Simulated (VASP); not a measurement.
ZnCd2Te3, 6 atoms in the cell. The structure is orthorhombic, space group Cmmm (No. 65). Conventional cell: a = 5.580 Å, b = 16.472 Å, c = 4.020 Å, α = 90.00°, β = 90.00°, γ = 90.00°. Within 4.5 Å of Zn (site symmetry mmm) lie 8 Te at 3.44 to 3.62 Å and 2 Zn at 4.02 Å. Within 3.7 Å of Cd (site symmetry 2/m) lie 2 Cd at 2.79 Å and 4 Te at 3.05 Å. Te (site symmetry m2m) has 4 Cd at 3.05 Å and 4 Te at 3.06 to 4.02 Å and 2 Zn at 3.62 Å within 4.1 Å. Te (site symmetry mmm) has 6 Te at 3.06 to 4.02 Å and 4 Zn at 3.44 Å within 4.1 Å. 

- Program: VASP 6.6.1
- Task: relaxation of cell and atoms
- Functional: r2SCAN
- Dispersion: rVV10
- Potentials or basis: VASP PAW PBE potentials, release 64 (Zn, Cd, Te)
- Cutoff: 600 eV
- k mesh: 4 × 4 × 6
- Occupations: fermi-dirac, width 0.03 eV
- Spin: no spin polarisation
- Dipole correction: no
- Further INCAR settings: ALGO = Normal; EDIFF = 1e-07; IBRION = 2; EDIFFG = -0.01; NSW = 100; ISIF = 3

Potentials or basis: VASP PAW PBE potentials, release 64 (Zn, Cd, Te).

Command:

```bash
$ cat potpaw_PBE.64/Zn/POTCAR potpaw_PBE.64/Cd/POTCAR potpaw_PBE.64/Te/POTCAR > POTCAR
$ cp INCAR.step1 INCAR
$ mpirun -np 1 vasp_std > vasp.out
$ cp INCAR.step2 INCAR
$ mpirun -np 1 vasp_std > vasp.out
```

Hardware: 1 thread of Oxide Virtual Turin-like Processor, on a shared host.

Question: How long does it take, and how much memory?

Answer: It took 2.8 h on 1 thread of Oxide Virtual Turin-like Processor, on a shared host, peak memory 1.1 GiB. Counts: k points 28, ion steps 9.
